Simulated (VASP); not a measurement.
# CdSe (F-43m) in VASP: a series of runs

Aim: see how the results for CdSe move with the level of theory and the settings. Levels: PBEsol, PBE+D3(BJ), RPBE. Tasks: single point.

Program: VASP 6.6.1. These are calculated values, not measurements. Logs are shortened: lines on timing, memory, paths and dates and some standing lists are left out, and cuts for length are marked.

### Step 1. The cell of the first run

The structure is cubic, space group F-43m (No. 216). Conventional cell: a = 6.083 Å, b = 6.083 Å, c = 6.083 Å, α = 90.00°, β = 90.00°, γ = 90.00°. Within 3.5 Å of Cd (site symmetry -43m) lie 4 Se at 2.63 Å. Within 3.5 Å of Se (site symmetry -43m) lie 4 Cd at 2.63 Å.

### Step 2. Single point, PBEsol

Contents of INCAR:

```
PREC = Accurate
ENCUT = 520
EDIFF = 1E-6
ISMEAR = 0
SIGMA = 0.01
LREAL = False
LASPH = True
NELM = 60
ALGO = Normal
ISIF = 2
LWAVE = False
LCHARG = False
GGA = PS
NBANDS = 16
```

Contents of KPOINTS:

```
Automatic mesh
0
Gamma
  6 6 6
```

Contents of POSCAR:

```
CdSe
1.0
    4.3015339234      0.0000000000      0.0000000000
    2.1507669617      3.7252376529      0.0000000000
    2.1507669617      1.2417458843      3.5121877412
Cd Se
1 1
Direct
    0.0000000000      0.0000000000      0.0000000000
    0.7500000000      0.7500000000      0.7500000000
```

Potentials or basis: VASP PAW PBE potentials, release 64 (Cd, Se).

On the command line:

```sh
$ cat potpaw_PBE.64/Cd/POTCAR potpaw_PBE.64/Se/POTCAR > POTCAR
$ mpirun -np 1 vasp_std > vasp.out
```

OUTCAR:

```text
PREC = Accurate
   ENCUT = 520
   EDIFF = 1E-6
   ISMEAR = 0
   LREAL = False
   LASPH = True
   NELM = 60
   ISIF = 2
   GGA = PS

 ion  position               nearest neighbor table
   1  0.000  0.000  0.000-   2 2.63   2 2.63   2 2.63   2 2.63
   2  0.750  0.750  0.750-   1 2.63   1 2.63   1 2.63   1 2.63

  LATTYP: Found a face centered cubic cell.
 ALAT       =     6.0832876135

  Lattice vectors:

 A1 = (   4.3015339234,   0.0000000000,   0.0000000000)
 A2 = (   2.1507669617,   3.7252376529,   0.0000000000)
 A3 = (   2.1507669617,   1.2417458843,   3.5121877412)

Analysis of symmetry for initial positions (statically):
=====================================================================
 Subroutine PRICEL returns:
 Original cell was already a primitive cell.

 Routine SETGRP: Setting up the symmetry group for a
 face centered cubic supercell.

 Subroutine GETGRP returns: Found 24 space group operations
 (whereof 24 operations were pure point group operations)
 out of a pool of 48 trial point group operations.

The static configuration has the point symmetry T_d .

Analysis of symmetry for dynamics (positions and initial velocities):
=====================================================================
 Subroutine PRICEL returns:
 Original cell was already a primitive cell.

 Routine SETGRP: Setting up the symmetry group for a
 face centered cubic supercell.

 Subroutine GETGRP returns: Found 24 space group operations
 (whereof 24 operations were pure point group operations)
 out of a pool of 48 trial point group operations.

The dynamic configuration has the point symmetry T_d .

 Subroutine INISYM returns: Found 24 space group operations
 (whereof 24 operations are pure point group operations),
 and found     1 'primitive' translations

----------------------------------------------------------------------------------------

                                     Primitive cell

  volume of cell :      56.2801

  direct lattice vectors                    reciprocal lattice vectors
     4.301533923  0.000000000  0.000000000     0.232475209 -0.134219625 -0.094907607
     2.150766962  3.725237653  0.000000000     0.000000000  0.268439250 -0.094907607
     2.150766962  1.241745884  3.512187741     0.000000000  0.000000000  0.284722821

  length of vectors
     4.301533923  4.301533923  4.301533923     0.284722821  0.284722821  0.284722821

  position of ions in fractional coordinates (direct lattice)
     0.000000000  0.000000000  0.000000000
     0.750000000  0.750000000  0.750000000

  ion indices of the primitive-cell ions
   primitive index   ion index
                 1           1
                 2           2

----------------------------------------------------------------------------------------

 KPOINTS: Automatic mesh

Automatic generation of k-mesh.
 Grid dimensions read from file:
 generate k-points for:    6    6    6

 Generating k-lattice:

  Cartesian coordinates                     Fractional coordinates (reciprocal lattice)
     0.038745868 -0.022369937 -0.015817934     0.166666667  0.000000000  0.000000000
     0.000000000  0.044739875 -0.015817934     0.000000000  0.166666667 -0.000000000
     0.000000000  0.000000000  0.047453803     0.000000000  0.000000000  0.166666667

  Length of vectors
     0.047453803  0.047453803  0.047453803

  Shift w.r.t. Gamma in fractional coordinates (k-lattice)
     0.000000000  0.000000000  0.000000000

 Subroutine IBZKPT returns following result:
 ===========================================

 Found     16 irreducible k-points:

 Following reciprocal coordinates:
            Coordinates               Weight
  0.000000  0.000000  0.000000      1.000000
  0.166667  0.000000 -0.000000      8.000000
  0.333333  0.000000  0.000000      8.000000
  0.500000  0.000000  0.000000      4.000000
  0.166667  0.166667 -0.000000      6.000000
  0.333333  0.166667  0.000000     24.000000
[... 8 lines left out ...]
 -0.333333  0.333333  0.166667     24.000000
 -0.333333  0.500000  0.166667     12.000000
   k-points           NKPTS =     16   k-points in BZ     NKDIM =     16   number of bands    NBANDS=     16
   number of dos      NEDOS =    301   number of ions     NIONS =      2
   total plane-waves  NPLWV =  32768
   dimension x,y,z NGX =    32 NGY =   32 NGZ =   32
   dimension x,y,z NGXF=    64 NGYF=   64 NGZF=   64
   ions per type =               1   1
   NGX,Y,Z   is equivalent  to a cutoff of  12.37, 12.37, 12.37 a.u.
   NGXF,Y,Z  is equivalent  to a cutoff of  24.73, 24.73, 24.73 a.u.
 SYSTEM =  unknown system
   PREC   = accura    normal or accurate (medium, high low for compatibility)
   ISTART =      0    job   : 0-new  1-cont  2-samecut
   ICHARG =      2    charge: 1-file 2-atom 10-const
   ISPIN  =      1    spin polarized calculation?
   LNONCOLLINEAR =      F non collinear calculations
   LSORBIT =      F    spin-orbit coupling
   LASPH  =      T    aspherical Exc in radial PAW
   ENCUT  =  520.0 eV  38.22 Ry    6.18 a.u.   8.00  8.00  8.00*2*pi/ulx,y,z
   NELM   =     60;   NELMIN=  2; NELMDL= -5     # of ELM steps
   EDIFF  = 0.1E-05   stopping-criterion for ELM
   LREAL  =      F    real-space projection
   EDIFFG = 0.1E-04   stopping-criterion for IOM
   NSW    =      0    number of steps for IOM
   IBRION =     -1    ionic relax: 0-MD 1-quasi-New 2-CG
   NFREE  =      0    steps in history (QN), initial steepest desc. (CG)
   ISIF   =      2    stress and relaxation
   ISYM   =      2    0-nonsym 1-usesym 2-fastsym
   POTIM  = 0.5000    time-step for ionic-motion
   TEBEG  =    0.0;   TEEND  =   0.0 temperature during run
   PSTRESS=    0.0 pullay stress
   NELECT =      18.0000    total number of electrons
   NUPDOWN=      -1.0000    fix difference up-down
   EMIN   =  10.00;   EMAX   =-10.00  energy-range for DOS
   EFERMI =   0.00;   METHOD = LEGACY
   ISMEAR =     0;   SIGMA  =   0.01  broadening in eV -4-tet -1-fermi 0-gaus
   EFERMI_NEDOS =   21; number of points for ismear=-14 and -15
   IALGO  =     38    algorithm
   IMIX   =      4    mixing-type and parameters
     AMIX     =   0.40;   BMIX     =  1.00
     AMIX_MAG =   1.60;   BMIX_MAG =  1.00
  volume/ion in A,a.u.               =      28.14       189.90
  Fermi-wavevector in a.u.,A,eV,Ry     =   1.119560  2.115661 17.053736  1.253414
  Thomas-Fermi vector in A             =   2.256200
   LORBIT       =      0    0 simple, 1 ext, 2 COOP (PROOUT), +10 PAW based schemes
   GGA     = PS    functional components
   LHFCALC =     F    Hartree Fock is set to
   AEXX    =    0.0000 exact exchange contribution
   IVDW    =     0    specifies the selected vdW correction
   LEPSILON=     F    determine dielectric tensor
   LRPA    =     F    only Hartree local field effects (RPA)
 non-spin polarized calculation
 Gauss-broadening in eV      SIGMA  =   0.01
  energy-cutoff  :      520.00
  volume of cell :       56.28
 maximum number of plane-waves:      1527
   NGX = 15   NGY = 15   NGZ = 15

 number of electron      18.0000002 magnetization

 Free energy of the ion-electron system (eV)
  ---------------------------------------------------
  ext. energy  EPLUGINS =         0.00000000
  ---------------------------------------------------
  free energy    TOTEN  =        -6.17254801 eV

  energy without entropy =       -6.17254801  energy(sigma->0) =       -6.17254801

 E-fermi :   0.9329     XC(G=0):  -9.0958

 val. band max:        0.8123594222   @ k =   0.0000   0.0000   0.0000
 cond. band min:       1.2919317127   @ k =   0.0000   0.0000   0.0000
 fundamental gap:      0.4795722905
 Fermi energy:         0.9329240967

 k-point     1 :       0.0000    0.0000    0.0000
  band No.  band energies     occupation
      1     -11.8086      2.00000
      2      -7.1027      2.00000
      3      -7.1027      2.00000
      4      -7.1027      2.00000
      5      -6.7222      2.00000
      6      -6.7222      2.00000
[... 8 lines left out ...]
     15      11.8742      0.00000
     16      11.8742      0.00000

 k-point     2 :       0.1667    0.0000   -0.0000
  band No.  band energies     occupation
      1     -11.7151      2.00000
      2      -7.0735      2.00000
      3      -7.0735      2.00000
      4      -7.0162      2.00000
      5      -6.7232      2.00000
      6      -6.7232      2.00000
[... 8 lines left out ...]
     15      10.8600      0.00000
     16      11.1592      0.00000

 k-point     3 :       0.3333    0.0000    0.0000
  band No.  band energies     occupation
      1     -11.5247      2.00000
      2      -7.0249      2.00000
      3      -7.0249      2.00000
      4      -6.7148      2.00000
      5      -6.7123      2.00000
      6      -6.7123      2.00000
[... 8 lines left out ...]
     15      11.2938      0.00000
     16      11.2938      0.00000

 k-point     4 :       0.5000    0.0000    0.0000
  band No.  band energies     occupation
      1     -11.4285      2.00000
      2      -7.0075      2.00000
      3      -7.0075      2.00000
      4      -6.6984      2.00000
      5      -6.6984      2.00000
      6      -6.4291      2.00000
[... 8 lines left out ...]
     15      12.8874      0.00000
     16      12.8874      0.00000
[... 172 lines left out ...]
 k-point    14 :       0.5000    0.3333    0.1667
  band No.  band energies     occupation
      1     -11.4016      2.00000
      2      -6.9549      2.00000
      3      -6.9470      2.00000
      4      -6.7934      2.00000
      5      -6.6956      2.00000
      6      -6.4878      2.00000
[... 8 lines left out ...]
     15      12.8563      0.00000
     16      13.8625      0.00000

 k-point    15 :      -0.3333    0.3333    0.1667
  band No.  band energies     occupation
      1     -11.3397      2.00000
      2      -6.9485      2.00000
      3      -6.9197      2.00000
      4      -6.7553      2.00000
      5      -6.7115      2.00000
      6      -6.2929      2.00000
[... 8 lines left out ...]
     15      12.6021      0.00000
     16      13.7851      0.00000

 k-point    16 :      -0.3333    0.5000    0.1667
  band No.  band energies     occupation
      1     -11.3095      2.00000
      2      -6.9153      2.00000
      3      -6.8925      2.00000
      4      -6.7874      2.00000
      5      -6.6944      2.00000
      6      -6.2670      2.00000
[... 8 lines left out ...]
     15      13.5319      0.00000
     16      13.7251      0.00000

------------------------ aborting loop because EDIFF is reached ----------------------------------------

  FORCE on cell =-STRESS in cart. coord.  units (eV):
  Direction    XX          YY          ZZ          XY          YZ          ZX
  --------------------------------------------------------------------------------------
  -------------------------------------------------------------------------------------
  Total        0.1086940      0.1086940      0.1086940     -0.0000000      0.0000000     -0.0000000
  in kB        3.0942910      3.0942910      3.0942910     -0.0000000      0.0000000     -0.0000000
  external PRESSURE =       3.0942910 kB  Pullay stress =       0.0000000 kB

 VOLUME and BASIS-vectors are now :
 -----------------------------------------------------------------------------
  energy-cutoff  :      520.00
  volume of cell :       56.28
      direct lattice vectors                 reciprocal lattice vectors
     4.301533923  0.000000000  0.000000000     0.232475209 -0.134219625 -0.094907607
     2.150766962  3.725237653  0.000000000     0.000000000  0.268439250 -0.094907607
     2.150766962  1.241745884  3.512187741     0.000000000  0.000000000  0.284722821

 POSITION                                       TOTAL-FORCE (eV/Angst)
 -----------------------------------------------------------------------------------
      0.00000      0.00000      0.00000         0.000000      0.000000      0.000000
      6.45230      3.72524      2.63414        -0.000000     -0.000000     -0.000000
 -----------------------------------------------------------------------------------
    total drift:                                0.000000      0.000000      0.000000

  FREE ENERGIE OF THE ION-ELECTRON SYSTEM (eV)
  ---------------------------------------------------
  free  energy   TOTEN  =        -6.1725480052 eV

  energy  without entropy=       -6.1725480052  energy(sigma->0) =       -6.17254801
```

Run time: 12 s. Hardware: 1 thread of Intel Xeon Platinum 8259CL at 2.50GHz (Skylake/Cascade Lake), shared host; peak memory 0.18 GiB.

Results:

```
Free energy            : -6.1725 eV
Pressure               : 0.3 GPa
Band gap on the k mesh : 0.48 eV, direct
```

Levels at points of the mesh, in eV from the valence-band top:
```csv
k point,band 5,band 6,band 7,band 8,band 9,band 10,band 11,band 12,band 13,band 14
"(0.00, 0.00, 0.00)",-7.53,-7.53,0.00,0.00,0.00,0.48,5.85,5.85,5.85,9.59
"(0.50, 0.00, 0.00)",-7.51,-7.24,-4.45,-0.76,-0.76,2.29,6.36,6.36,7.28,9.87
"(0.50, 0.50, 0.00)",-7.47,-7.18,-4.13,-1.88,-1.88,3.00,3.67,8.98,10.12,10.12
```

Caveat: the PAW data sets were made with another functional, which shifts forces and pressure a little.

[end of part 1 of 2]
